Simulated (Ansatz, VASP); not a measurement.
**Two plane-wave programs on SrTlF3**

```
Tl Sr F
1.0
     4.82631    0.00000    0.00000
     0.00000    4.82631    0.00000
     0.00000    0.00000    4.67285
Tl Sr F
1 1 3
Direct
  0.00000 0.00000 0.00000
  0.50000 0.50000 0.50000
  0.50000 0.50000 0.00000
  0.50000 0.00000 0.50000
  0.00000 0.50000 0.50000
```

Change from the starting cell: epitaxial_xy strain +2.5%.

Alike in both runs: task single point; functional HSE06; k mesh 4 × 4 × 4; no spin polarisation.

|  | VASP | Ansatz |
| --- | --- | --- |
| version | VASP 6.6.1 | Ansatz 0.2.0 |
| potentials or method | VASP PAW PBE potentials, release 64 (Tl_d, Sr_sv, F) | plane waves, PAW |
| plane-wave cutoff (eV) | 520 | 420 |
| occupations | gaussian, width 0.01 eV | fixed |
| valence electrons in the cell | 44 | 44 |

Ansatz gave:

* gap on the k mesh at the Fermi level (eV): 5.75
* pressure (GPa): -0.7
* traceless stress, the component that is largest in VASP (GPa): 1.62

Q: What did VASP give for the same quantities?

A: gap on the k mesh at the Fermi level (eV): 5.75; pressure (GPa): -0.6; traceless stress, the component that is largest in VASP (GPa): 1.70.

Ansatz's warnings: stress exchange threshold loose, stress scf threshold loose.

Neither program's run includes spin-orbit coupling.
